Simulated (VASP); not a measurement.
# TlS (Pm-3m) in VASP: single point with LDA

Aim: the single point of TlS with LDA.

Program: VASP 6.6.1. These are calculated values, not measurements. Logs are shortened: lines on timing, memory, paths and dates and some standing lists are left out, and cuts for length are marked.

## 1. The cell of the first run

The structure is cubic, space group Pm-3m (No. 221). The conventional cell has a = 3.596 Å, b = 3.596 Å, c = 3.596 Å, α = 90.00°, β = 90.00°, γ = 90.00°. Within 4.1 Å of Tl (site symmetry m-3m) lie 8 S at 3.11 Å and 6 Tl at 3.60 Å. S (site symmetry m-3m) has 8 Tl at 3.11 Å and 6 S at 3.60 Å within 4.1 Å.

## 2. Single point, LDA

The input, INCAR:

```
SYSTEM = TlS
PREC     = Accurate       ! precision mode
ENCUT    = 500            ! plane-wave cutoff, eV
EDIFF    = 1E-6           ! SCF threshold, eV
ISMEAR   = -1             ! smearing method
SIGMA    = 0.02           ! smearing width, eV
LREAL    = .FALSE.        ! projectors in reciprocal space
LASPH    = .TRUE.         ! aspherical terms in the spheres
NELM     = 120            ! most SCF steps
ALGO     = Normal         ! electronic algorithm
ISIF     = 2              ! what is computed and relaxed
LWAVE    = .FALSE.        ! write WAVECAR
LCHARG   = .FALSE.        ! write CHGCAR
GGA      = CA             ! functional
NBANDS   = 16             ! bands
GGA_COMPAT= .FALSE.
```

The input, KPOINTS:

```
Automatic mesh
0
G
  5 5 5
  0 0 0
```

The input, POSCAR:

```
TlS
1.0
    3.5956350000      0.0000000000      0.0000000000
    0.0000000000      3.5956350000      0.0000000000
    0.0000000000      0.0000000000      3.5956350000
Tl S
1 1
Direct
    0.5000000000      0.5000000000      0.5000000000
    0.0000000000      0.0000000000      0.0000000000
```

Potentials or basis: VASP PAW LDA potentials, release 64 (Tl_d, S).

Launch:

```bash
cat potpaw_LDA.64/Tl_d/POTCAR potpaw_LDA.64/S/POTCAR > POTCAR
mpirun -np 1 vasp_std > vasp.out
```

OUTCAR:

```text
SYSTEM = TlS
   PREC = Accurate
   ENCUT = 500
   EDIFF = 1E-6
   ISMEAR = -1
   LREAL = .FALSE.
   LASPH = .TRUE.
   NELM = 120
   ISIF = 2
   GGA = CA

 ion  position               nearest neighbor table
   1  0.500  0.500  0.500-   2 3.11   2 3.11   2 3.11   2 3.11   2 3.11   2 3.11   2 3.11   2 3.11

   2  0.000  0.000  0.000-   1 3.11   1 3.11   1 3.11   1 3.11   1 3.11   1 3.11   1 3.11   1 3.11

  LATTYP: Found a simple cubic cell.
 ALAT       =     3.5956350000

  Lattice vectors:

 A1 = (   3.5956350000,   0.0000000000,   0.0000000000)
 A2 = (   0.0000000000,   3.5956350000,   0.0000000000)
 A3 = (   0.0000000000,   0.0000000000,   3.5956350000)

Analysis of symmetry for initial positions (statically):
=====================================================================
 Subroutine PRICEL returns:
 Original cell was already a primitive cell.

 Routine SETGRP: Setting up the symmetry group for a
 simple cubic supercell.

 Subroutine GETGRP returns: Found 48 space group operations
 (whereof 48 operations were pure point group operations)
 out of a pool of 48 trial point group operations.

The static configuration has the point symmetry O_h .

Analysis of symmetry for dynamics (positions and initial velocities):
=====================================================================
 Subroutine PRICEL returns:
 Original cell was already a primitive cell.

 Routine SETGRP: Setting up the symmetry group for a
 simple cubic supercell.

 Subroutine GETGRP returns: Found 48 space group operations
 (whereof 48 operations were pure point group operations)
 out of a pool of 48 trial point group operations.

The dynamic configuration has the point symmetry O_h .

 Subroutine INISYM returns: Found 48 space group operations
 (whereof 48 operations are pure point group operations),
 and found     1 'primitive' translations

----------------------------------------------------------------------------------------

                                     Primitive cell

  volume of cell :      46.4865

  direct lattice vectors                    reciprocal lattice vectors
     3.595635000  0.000000000  0.000000000     0.278114992  0.000000000  0.000000000
     0.000000000  3.595635000  0.000000000     0.000000000  0.278114992  0.000000000
     0.000000000  0.000000000  3.595635000     0.000000000  0.000000000  0.278114992

  length of vectors
[... 66 lines left out ...]
   NELM   =    120;   NELMIN=  2; NELMDL= -5     # of ELM steps
   EDIFF  = 0.1E-05   stopping-criterion for ELM
   LREAL  =      F    real-space projection
   EDIFFG = 0.1E-04   stopping-criterion for IOM
   NSW    =      0    number of steps for IOM
   IBRION =     -1    ionic relax: 0-MD 1-quasi-New 2-CG
   NFREE  =      0    steps in history (QN), initial steepest desc. (CG)
   ISIF   =      2    stress and relaxation
   ISYM   =      2    0-nonsym 1-usesym 2-fastsym
   POTIM  = 0.5000    time-step for ionic-motion
   TEBEG  =    0.0;   TEEND  =   0.0 temperature during run
   PSTRESS=    0.0 pullay stress
   NELECT =      19.0000    total number of electrons
   NUPDOWN=      -1.0000    fix difference up-down
   EMIN   =  10.00;   EMAX   =-10.00  energy-range for DOS
   EFERMI =   0.00;   METHOD = LEGACY
   ISMEAR =    -1;   SIGMA  =   0.02  broadening in eV -4-tet -1-fermi 0-gaus
   EFERMI_NEDOS =   21; number of points for ismear=-14 and -15
   IALGO  =     38    algorithm
   IMIX   =      4    mixing-type and parameters
     AMIX     =   0.40;   BMIX     =  1.00
     AMIX_MAG =   1.60;   BMIX_MAG =  1.00
  volume/ion in A,a.u.               =      23.24       156.85
  Fermi-wavevector in a.u.,A,eV,Ry     =   1.214928  2.295880 20.082870  1.476049
  Thomas-Fermi vector in A             =   2.350331
   LORBIT       =      0    0 simple, 1 ext, 2 COOP (PROOUT), +10 PAW based schemes
   GGA     = CA    functional components
   LHFCALC =     F    Hartree Fock is set to
   AEXX    =    0.0000 exact exchange contribution
   IVDW    =     0    specifies the selected vdW correction
   LEPSILON=     F    determine dielectric tensor
   LRPA    =     F    only Hartree local field effects (RPA)
 non-spin polarized calculation
  energy-cutoff  :      500.00
  volume of cell :       46.49
 maximum number of plane-waves:      1197
 NGX is ok and might be reduce to    28
   NGX = 13   NGY = 13   NGZ = 13

 number of electron      18.9999995 magnetization

 Free energy of the ion-electron system (eV)
  ---------------------------------------------------
  ext. energy  EPLUGINS =         0.00000000
  ---------------------------------------------------
  free energy    TOTEN  =        -7.51104214 eV

  energy without entropy =       -7.50389412  energy(sigma->0) =       -7.50746813

 E-fermi :   5.1203     XC(G=0): -10.5888

 val. band max:        5.0940072437   @ k =   0.4000   0.2000   0.2000
 cond. band min:       5.1275675232   @ k =   0.4000   0.4000   0.0000
 fundamental gap:      0.0335602795
 Fermi energy:         5.1203009599

 k-point     1 :       0.0000    0.0000    0.0000
  band No.  band energies     occupation
      1      -7.5130      2.00000
      2      -5.5789      2.00000
      3      -5.5789      2.00000
      4      -5.1597      2.00000
      5      -5.1597      2.00000
      6      -5.1597      2.00000
[... 167 lines left out ...]
      3      -5.4909      2.00000
      4      -5.0688      2.00000
      5      -5.0688      2.00000
      6      -4.9503      2.00000
[... 8 lines left out ...]
     15      18.6183      0.00000
     16      18.6183      0.00000

------------------------ aborting loop because EDIFF is reached ----------------------------------------

  FORCE on cell =-STRESS in cart. coord.  units (eV):
  Direction    XX          YY          ZZ          XY          YZ          ZX
  --------------------------------------------------------------------------------------
  -------------------------------------------------------------------------------------
  Total       -1.3620117     -1.3620117     -1.3620117     -0.0000000      0.0000000     -0.0000000
  in kB      -46.9423263    -46.9423263    -46.9423263     -0.0000000      0.0000000     -0.0000000
  external PRESSURE =     -46.9423263 kB  Pullay stress =       0.0000000 kB

 VOLUME and BASIS-vectors are now :
 -----------------------------------------------------------------------------
  energy-cutoff  :      500.00
  volume of cell :       46.49
      direct lattice vectors                 reciprocal lattice vectors
     3.595635000  0.000000000  0.000000000     0.278114992  0.000000000  0.000000000
     0.000000000  3.595635000  0.000000000     0.000000000  0.278114992  0.000000000
     0.000000000  0.000000000  3.595635000     0.000000000  0.000000000  0.278114992

 POSITION                                       TOTAL-FORCE (eV/Angst)
 -----------------------------------------------------------------------------------
      1.79782      1.79782      1.79782         0.000000      0.000000      0.000000
      0.00000      0.00000      0.00000         0.000000      0.000000      0.000000
 -----------------------------------------------------------------------------------
    total drift:                                0.000000      0.000000      0.000000

  FREE ENERGIE OF THE ION-ELECTRON SYSTEM (eV)
  ---------------------------------------------------
  free  energy   TOTEN  =        -7.5110421376 eV

  energy  without entropy=       -7.5038941248  energy(sigma->0) =       -7.50746813
```

Wall time 5.8 s (1 thread of Intel Xeon Platinum 8488C (Sapphire Rapids), shared host); peak memory 0.14 GiB.

What came out:

- Free energy: -7.5110 eV
- Pressure: -4.7 GPa
- Band gap on the k mesh: zero (an odd number of electrons rules out a gap without spin polarisation)

Caveat: the cell stands under tension; spin-orbit coupling is left out, which moves the levels of the heavy elements.
